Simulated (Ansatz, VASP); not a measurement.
Si3Sb2Te in VASP and in Ansatz

INCAR

```
ALGO = Normal ; EDIFF = 1E-7
EDIFFG = -0.08 ; ENCUT = 500
GGA = PE ; GGA_COMPAT = F
IBRION = 2 ; ISIF = 3
ISMEAR = 0 ; LASPH = T
LCHARG = F ; LREAL = F
LWAVE = F ; NELM = 120
NELMIN = 4 ; NSW = 36
PREC = Accurate ; SIGMA = 0.2
```

Contents of KPOINTS:

```
k-points
0
Gamma
  4 4 2
```

Contents of POSCAR:

```
Si3Sb2Te
1.0
    4.5566282300      0.0000000000      0.0000000000
   -2.2783141100      3.9461558000      0.0000000000
    0.0000000000      0.0000000000      7.9764636100
Si Sb Te
3 2 1
Direct
    0.3333333300      0.6666666700      0.0148940000
    0.3333333300      0.6666666700      0.4613460000
    0.0000000000      0.0000000000      0.5421109800
    0.6666666700      0.3333333300      0.7739710200
    0.6666666700      0.3333333300      0.2363370100
    0.0000000000      0.0000000000      0.9713420300
```

Input for Ansatz:

```yaml
crystal:
  lattice:
    - [4.55662823, 0.0, 0.0]
    - [-2.27831411, 3.9461558, 0.0]
    - [0.0, 0.0, 7.97646361]
  atoms:
    - { symbol: Si, position: [0.33333333, 0.66666667, 0.014894] }
    - { symbol: Si, position: [0.33333333, 0.66666667, 0.461346] }
    - { symbol: Si, position: [0.0, 0.0, 0.54211098] }
    - { symbol: Sb, position: [0.66666667, 0.33333333, 0.77397102] }
    - { symbol: Sb, position: [0.66666667, 0.33333333, 0.23633701] }
    - { symbol: Te, position: [0.0, 0.0, 0.97134203] }
basis:
  ecutwfc: 420
kpoints:
  mp_grid: { grid: [4, 4, 2] }
hamiltonian:
  xc: pbe
scf:
  occupations: { method: gaussian, width: 0.2 }
  lower_state_search: "off"
output:
  forces: true
  stress: true
  eigenvalues: true
relax:
  adjacent_minimum: "off"
  f_tol: 0.08
  max_steps: 16
  cell: { stress_tol: 0.8 }
```

Change from the starting cell: species swapped into the Dy2Ga3Ni type (P3m1, No. 156).

Alike in both runs: task relaxation of cell and atoms; functional PBE; k mesh 4 × 4 × 2; occupations gaussian, width 0.2 eV; no spin polarisation.

```csv
,VASP,Ansatz
version,VASP 6.6.1,Ansatz 0.2.0
potentials or method,"VASP PAW PBE potentials, release 64 (Si, Sb, Te), cutoff 500 eV","scalar-relativistic, plane waves, PAW"
valence electrons in the cell,28,58
```

```tsv
	VASP	Ansatz	Ansatz less VASP
gap on the k mesh at the Fermi level, each at its own relaxed structure (eV)	none	none	-
relaxed volume (Å³/atom)	22.46	25.41	+2.954
relaxed cell length with the largest relative difference (Å)	6.828	8.321	+1.4935
```

A gap of «none» marks a metal or a gap that the smearing closes. One of these differences is far larger than is usual between the two programs; its cause wasn't traced. VASP's potentials hold 28 valence electrons a cell and Ansatz's 58, so a difference there can come from the potentials and not from the codes.

The k mesh is coarse, so the values compare programs but aren't converged. Spin-orbit coupling is off throughout.
